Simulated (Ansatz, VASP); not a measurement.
As: VASP beside Ansatz

```xyz
1
Lattice="0.0000 2.1305 2.1305 2.1305 0.0000 2.1305 2.1305 2.1305 0.0000" Properties=species:S:1:pos:R:3 pbc="T T T"
As    0.0000    0.0000    0.0000
```

Alike in both runs: functional PBE; k mesh 16 × 16 × 16; occupations fermi-dirac, width 0.08 eV; no spin polarisation.

Ansatz relaxed the structure, and its values are those at the end. VASP's run is a single point on that final structure, the one shown.

|  | VASP | Ansatz |
| --- | --- | --- |
| version | VASP 6.6.1 | Ansatz 0.2.0 |
| potentials or method | VASP PAW PBE potentials, release 64 (As) | PAW with Ansatz's default frozen-core files, scalar-relativistic |
| plane-wave cutoff (eV) | 500 | 420 |
| valence electrons in the cell | 5 | 15 |

```csv
,VASP,Ansatz,Ansatz less VASP
pressure (GPa),0.0,0.0,-0.04
```

VASP's potentials hold 5 valence electrons a cell and Ansatz's 15, so a difference there can come from the potentials and not from the codes.
